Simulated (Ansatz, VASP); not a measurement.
CuO: VASP beside Ansatz

INCAR

```
PREC = Accurate
ENCUT = 520
EDIFF = 1E-6
ISMEAR = -1
SIGMA = 0.05
LREAL = False
LASPH = True
NELM = 100
ALGO = Normal
ISIF = 2
LWAVE = False
LCHARG = False
GGA = PE
NBANDS = 25
```

File KPOINTS:

```
regular mesh
0
Gamma
  10 10 6
```

File POSCAR:

```
CuO
1.0
    0.0000000000     -2.0733527743     -2.0733527743
   -2.0733527743      0.0000000000     -2.0733527743
    2.0733527743      2.0733527743     -4.1467055485
Cu O
2 2
Direct
    0.5038875400      0.4769880100      0.4880064000
    0.0038875400      0.9769880100      0.9880064000
    0.7461124600      0.7730119900      0.7619936000
    0.2461124600      0.2730119900      0.2619936000
```

The input input.yaml:

```yaml
crystal:
  lattice:
    - [0.0, -2.0733527743, -2.0733527743]
    - [-2.0733527743, 0.0, -2.0733527743]
    - [2.0733527743, 2.0733527743, -4.1467055485]
  atoms:
    - { symbol: Cu, position: [0.50388754, 0.47698801, 0.4880064] }
    - { symbol: Cu, position: [0.00388754, 0.97698801, 0.9880064] }
    - { symbol: O, position: [0.74611246, 0.77301199, 0.7619936] }
    - { symbol: O, position: [0.24611246, 0.27301199, 0.2619936] }
kpoints:
  mp_grid: { grid: [10, 10, 6] }
scf:
  occupations: { method: fermi_dirac, width: 0.05 }
hamiltonian:
  xc: pbe
  pseudopotentials: { kind: all_electron, lapw: { basis_error: 0.001 } }
output:
  forces: true
  stress: true
  eigenvalues: true
```

Change from the starting cell: volume scaled by 0.94.

Alike in both runs: task single point; functional PBE; k mesh 10 × 10 × 6; occupations fermi-dirac, width 0.05 eV; no spin polarisation.

```csv
,VASP,Ansatz
version,VASP 6.6.1,Ansatz 0.2.0
potentials or method,"VASP PAW PBE potentials, release 64 (Cu, O), cutoff 520 eV","all-electron LAPW, scalar-relativistic"
```

Ansatz gave:

* gap on the k mesh at the Fermi level (eV): none
* pressure (GPa): 19.6
* traceless stress, the component that is largest in VASP (GPa): 6.51
* rms of the force components (eV/Å): 0.903

Task: Which values does VASP return?

Result: gap on the k mesh at the Fermi level (eV): none; pressure (GPa): 20.2; traceless stress, the component that is largest in VASP (GPa): 6.82; rms of the force components (eV/Å): 0.937.

Atom by atom the forces differ by 0.034 eV/Å (rms over components). A gap of «none» marks a metal or a gap that the smearing closes. Ansatz ran all-electron here, and VASP with PAW potentials.
